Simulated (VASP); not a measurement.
# KF (F-43m) in VASP: relaxation of cell and atoms with PBE

Aim: the relaxation of cell and atoms of KF with PBE.

All numbers are computed with VASP 6.6.1; they aren't measurements. Logs are shortened: lines on timing, memory, paths and dates and some standing lists are left out, and cuts for length are marked.

**1. The cell of the first run**

Symmetry: F-43m, No. 216, cubic system. Conventional cell: a = 5.348 Å, b = 5.348 Å, c = 5.348 Å, α = 90.00°, β = 90.00°, γ = 90.00°. K (site symmetry -43m) has 4 F at 2.32 Å within 3.1 Å. Within 3.1 Å of F (site symmetry -43m) lie 4 K at 2.32 Å.

**2. Relaxation of cell and atoms, PBE**

INCAR

```
PREC     = Accurate       # precision mode
ENCUT    = 600            # plane-wave cutoff, eV
EDIFF    = 1E-7           # SCF threshold, eV
ISMEAR   = -1             # smearing method
SIGMA    = 0.02           # smearing width, eV
LREAL    = F              # projectors in reciprocal space
LASPH    = T              # aspherical terms in the spheres
NELM     = 100            # most SCF steps
ALGO     = Normal         # electronic algorithm
ISIF     = 3              # what is computed and relaxed
LWAVE    = F              # write WAVECAR
LCHARG   = F              # write CHGCAR
GGA      = PE             # functional
IBRION   = 2              # ionic algorithm
NSW      = 80             # ionic steps
EDIFFG   = -0.005         # ionic threshold
```

KPOINTS

```
regular mesh
0
Gamma
  8 8 8
```

POSCAR

```
KF
1.0
    0.0000000000      2.6738245667      2.6738245667
    2.6738245667      0.0000000000      2.6738245667
    2.6738245667      2.6738245667      0.0000000000
K F
1 1
Direct
    0.0000000000      0.0000000000      0.0000000000
    0.2500000000      0.2500000000      0.2500000000
```

Potentials or basis: VASP PAW PBE potentials, release 64 (K_sv, F).

Started as:

```
$ cat potpaw_PBE.64/K_sv/POTCAR potpaw_PBE.64/F/POTCAR > POTCAR
$ mpirun -np 1 vasp_std > vasp.out
```

OUTCAR:

```text
PREC = Accurate
   ENCUT = 600
   EDIFF = 1E-7
   ISMEAR = -1
   LREAL = F
   LASPH = T
   NELM = 100
   ISIF = 3
   GGA = PE
   IBRION = 2
   NSW = 80
   EDIFFG = -0.005

 ion  position               nearest neighbor table
   1  0.000  0.000  0.000-   2 2.32   2 2.32   2 2.32   2 2.32
   2  0.250  0.250  0.250-   1 2.32   1 2.32   1 2.32   1 2.32

  LATTYP: Found a face centered cubic cell.
 ALAT       =     5.3476491334

  Lattice vectors:

 A1 = (   0.0000000000,   2.6738245667,   2.6738245667)
 A2 = (   2.6738245667,   0.0000000000,   2.6738245667)
 A3 = (   2.6738245667,   2.6738245667,   0.0000000000)

Analysis of symmetry for initial positions (statically):
=====================================================================
 Subroutine PRICEL returns:
 Original cell was already a primitive cell.

 Routine SETGRP: Setting up the symmetry group for a
 face centered cubic supercell.

 Subroutine GETGRP returns: Found 24 space group operations
 (whereof 24 operations were pure point group operations)
 out of a pool of 48 trial point group operations.

The static configuration has the point symmetry T_d .

Analysis of symmetry for dynamics (positions and initial velocities):
=====================================================================
 Subroutine PRICEL returns:
 Original cell was already a primitive cell.

 Routine SETGRP: Setting up the symmetry group for a
 face centered cubic supercell.

 Subroutine GETGRP returns: Found 24 space group operations
 (whereof 24 operations were pure point group operations)
 out of a pool of 48 trial point group operations.

The dynamic configuration has the point symmetry T_d .

 Subroutine INISYM returns: Found 24 space group operations
 (whereof 24 operations are pure point group operations),
 and found     1 'primitive' translations

----------------------------------------------------------------------------------------

                                     Primitive cell

  volume of cell :      38.2322

  direct lattice vectors                    reciprocal lattice vectors
     0.000000000  2.673824567  2.673824567    -0.186998057  0.186998057  0.186998057
     2.673824567  0.000000000  2.673824567     0.186998057 -0.186998057  0.186998057
     2.673824567  2.673824567  0.000000000     0.186998057  0.186998057 -0.186998057

  length of vectors
     3.781358966  3.781358966  3.781358966     0.323890136  0.323890136  0.323890136

  position of ions in fractional coordinates (direct lattice)
     0.000000000  0.000000000  0.000000000
     0.250000000  0.250000000  0.250000000

  ion indices of the primitive-cell ions
   primitive index   ion index
                 1           1
                 2           2

----------------------------------------------------------------------------------------

 KPOINTS: regular mesh

Automatic generation of k-mesh.
 Grid dimensions read from file:
 generate k-points for:    8    8    8

 Generating k-lattice:

  Cartesian coordinates                     Fractional coordinates (reciprocal lattice)
    -0.023374757  0.023374757  0.023374757     0.125000000  0.000000000  0.000000000
     0.023374757 -0.023374757  0.023374757     0.000000000  0.125000000  0.000000000
     0.023374757  0.023374757 -0.023374757     0.000000000  0.000000000  0.125000000

  Length of vectors
     0.040486267  0.040486267  0.040486267

  Shift w.r.t. Gamma in fractional coordinates (k-lattice)
     0.000000000  0.000000000  0.000000000

 Subroutine IBZKPT returns following result:
 ===========================================

 Found     29 irreducible k-points:

 Following reciprocal coordinates:
            Coordinates               Weight
  0.000000  0.000000  0.000000      1.000000
  0.125000  0.000000  0.000000      8.000000
  0.250000  0.000000  0.000000      8.000000
  0.375000  0.000000  0.000000      8.000000
  0.500000  0.000000  0.000000      4.000000
  0.125000  0.125000  0.000000      6.000000
[... 16 lines left out ...]
  0.500000  0.250000  0.125000     48.000000
 -0.375000  0.250000  0.125000     24.000000
 [... further k-points ...]
   k-points           NKPTS =     29   k-points in BZ     NKDIM =     29   number of bands    NBANDS=     12
   number of dos      NEDOS =    301   number of ions     NIONS =      2
   total plane-waves  NPLWV =  27000
   dimension x,y,z NGX =    30 NGY =   30 NGZ =   30
   dimension x,y,z NGXF=    60 NGYF=   60 NGZF=   60
   ions per type =               1   1
   NGX,Y,Z   is equivalent  to a cutoff of  13.19, 13.19, 13.19 a.u.
   NGXF,Y,Z  is equivalent  to a cutoff of  26.38, 26.38, 26.38 a.u.
 SYSTEM =  unknown system
   PREC   = accura    normal or accurate (medium, high low for compatibility)
   ISTART =      0    job   : 0-new  1-cont  2-samecut
   ICHARG =      2    charge: 1-file 2-atom 10-const
   ISPIN  =      1    spin polarized calculation?
   LNONCOLLINEAR =      F non collinear calculations
   LSORBIT =      F    spin-orbit coupling
   LASPH  =      T    aspherical Exc in radial PAW
   ENCUT  =  600.0 eV  44.10 Ry    6.64 a.u.   7.55  7.55  7.55*2*pi/ulx,y,z
   NELM   =    100;   NELMIN=  2; NELMDL= -5     # of ELM steps
   EDIFF  = 0.1E-06   stopping-criterion for ELM
   LREAL  =      F    real-space projection
   EDIFFG = -.5E-02   stopping-criterion for IOM
   NSW    =     80    number of steps for IOM
   IBRION =      2    ionic relax: 0-MD 1-quasi-New 2-CG
   NFREE  =      1    steps in history (QN), initial steepest desc. (CG)
   ISIF   =      3    stress and relaxation
   ISYM   =      2    0-nonsym 1-usesym 2-fastsym
   POTIM  = 0.5000    time-step for ionic-motion
   TEBEG  =    0.0;   TEEND  =   0.0 temperature during run
   PSTRESS=    0.0 pullay stress
   NELECT =      16.0000    total number of electrons
   NUPDOWN=      -1.0000    fix difference up-down
   EMIN   =  10.00;   EMAX   =-10.00  energy-range for DOS
   EFERMI =   0.00;   METHOD = LEGACY
   ISMEAR =    -1;   SIGMA  =   0.02  broadening in eV -4-tet -1-fermi 0-gaus
   EFERMI_NEDOS =   21; number of points for ismear=-14 and -15
   IALGO  =     38    algorithm
   IMIX   =      4    mixing-type and parameters
     AMIX     =   0.40;   BMIX     =  1.00
     AMIX_MAG =   1.60;   BMIX_MAG =  1.00
  volume/ion in A,a.u.               =      19.12       129.00
  Fermi-wavevector in a.u.,A,eV,Ry     =   1.224537  2.314039 20.401812  1.499491
  Thomas-Fermi vector in A             =   2.359608
   LORBIT       =      0    0 simple, 1 ext, 2 COOP (PROOUT), +10 PAW based schemes
   GGA     = PE    functional components
   LHFCALC =     F    Hartree Fock is set to
   AEXX    =    0.0000 exact exchange contribution
   IVDW    =     0    specifies the selected vdW correction
   LEPSILON=     F    determine dielectric tensor
   LRPA    =     F    only Hartree local field effects (RPA)
 conjugate gradient relaxation of ions
 non-spin polarized calculation
  energy-cutoff  :      600.00
  volume of cell :       38.23
 maximum number of plane-waves:      1299
   NGX = 15   NGY = 15   NGZ = 15

--------------------------------------- Ionic step        1  -------------------------------------------

 number of electron      15.9999996 magnetization

 Free energy of the ion-electron system (eV)
  ---------------------------------------------------
  ext. energy  EPLUGINS =         0.00000000
  ---------------------------------------------------
  free energy    TOTEN  =        -7.64319024 eV

  energy without entropy =       -7.64319024  energy(sigma->0) =       -7.64319024

------------------------ aborting loop because EDIFF is reached ----------------------------------------

  FORCE on cell =-STRESS in cart. coord.  units (eV):
  Direction    XX          YY          ZZ          XY          YZ          ZX
  --------------------------------------------------------------------------------------
  -------------------------------------------------------------------------------------
  Total        3.3683974      3.3683974      3.3683974      0.0000000      0.0000000      0.0000000
  in kB      141.1578985    141.1578985    141.1578985      0.0000000      0.0000000      0.0000000
  external PRESSURE =     141.1578985 kB  Pullay stress =       0.0000000 kB
[... 201 lines left out ...]
  energy  without entropy=       -8.1144092569  energy(sigma->0) =       -8.11440926

--------------------------------------- Ionic step        7  -------------------------------------------

 number of electron      15.9999999 magnetization

 Free energy of the ion-electron system (eV)
  ---------------------------------------------------
  ext. energy  EPLUGINS =         0.00000000
  ---------------------------------------------------
  free energy    TOTEN  =        -8.11442029 eV

  energy without entropy =       -8.11442029  energy(sigma->0) =       -8.11442029

 E-fermi :  -3.1766     XC(G=0):  -6.8934

 val. band max:       -3.7124654936   @ k =  -0.2500   0.5000   0.2500
 cond. band min:       1.3585901739   @ k =   0.0000   0.0000   0.0000
 fundamental gap:      5.0710556674
 Fermi energy:        -3.1765826648

 k-point     1 :       0.0000    0.0000    0.0000
  band No.  band energies     occupation
      1     -29.9991      2.00000
      2     -22.2177      2.00000
      3     -13.4118      2.00000
      4     -13.4118      2.00000
      5     -13.4118      2.00000
      6      -3.8970      2.00000
      7      -3.8970      2.00000
      8      -3.8970      2.00000
      9       1.3586      0.00000
     10       7.9181      0.00000
     11       7.9181      0.00000
     12       8.0260      0.00000
[... 331 lines left out ...]
 k-point    24 :      -0.3750    0.2500    0.1250
  band No.  band energies     occupation
      1     -29.9585      2.00000
      2     -22.2982      2.00000
      3     -13.5738      2.00000
      4     -13.4808      2.00000
      5     -13.3995      2.00000
      6      -3.9532      2.00000
      7      -3.8512      2.00000
      8      -3.7710      2.00000
      9       4.2763      0.00000
     10       5.2828      0.00000
     11       7.0190      0.00000
     12       7.4696      0.00000

 [... further k-points ...]

------------------------ aborting loop because EDIFF is reached ----------------------------------------

  FORCE on cell =-STRESS in cart. coord.  units (eV):
  Direction    XX          YY          ZZ          XY          YZ          ZX
  --------------------------------------------------------------------------------------
  -------------------------------------------------------------------------------------
  Total       -0.0002750     -0.0002750     -0.0002750      0.0000000      0.0000000      0.0000000
  in kB       -0.0084271     -0.0084271     -0.0084271      0.0000000      0.0000000      0.0000000
  external PRESSURE =      -0.0084271 kB  Pullay stress =       0.0000000 kB
[... 17 lines left out ...]
  FREE ENERGIE OF THE ION-ELECTRON SYSTEM (eV)
  ---------------------------------------------------
  free  energy   TOTEN  =        -8.1144202926 eV

  energy  without entropy=       -8.1144202926  energy(sigma->0) =       -8.11442029

 reached required accuracy - stopping structural energy minimisation
```

Wall time 3.3 min (1 thread of Intel Xeon 8259CL, shared host); peak memory 0.18 GiB.

What came out:

```yaml
Free_energy: -8.1144 eV
Relaxed_volume: 26.14 Å³/atom
Relaxed_cell: a = 4.197 Å, b = 4.197 Å, c = 4.197 Å, α = 60.00°, β = 60.00°, γ = 60.00°
Space_group_after_relaxing_to_0.1_Å: F-43m (No. 216)
Energy_gained_by_relaxing: 235.6 meV/atom
Ionic_steps: 7
Pressure_after_relaxing: 0.0 GPa
Band_gap_on_the_k_mesh: 5.07 eV (least direct gap 5.26 eV)
```

Step by step:
| step | energy change (eV) | largest force (eV/Å) | pressure (GPa) | volume (Å³) |
| --- | --- | --- | --- | --- |
| 1 | 0.0000 | 0.0000 | 14.12 | 38.23 |
| 2 | -0.4456 | 0.0000 | 2.20 | 48.33 |
| 3 | -0.4689 | 0.0000 | 0.61 | 51.05 |
| 4 | -0.4712 | 0.0000 | 0.04 | 52.20 |
| 5 | -0.4711 | 0.0000 | -0.11 | 52.51 |
| 6 | -0.4712 | 0.0000 | -0.04 | 52.36 |
| 7 | -0.4712 | 0.0000 | 0.00 | 52.28 |

Final structure:
```xyz
2
Lattice="0.0000 2.9678 2.9678 2.9678 0.0000 2.9678 2.9678 2.9678 0.0000" Properties=species:S:1:pos:R:3 pbc="T T T"
K     2.9678    2.9678    0.0000
F     1.4839    1.4839    1.4839
```

Caveat: the volume moved by over 15 % at a fixed basis, so the end points are rough; the structure was generated, so it needn't be the stable form of KF. A k mesh can miss the band edges.
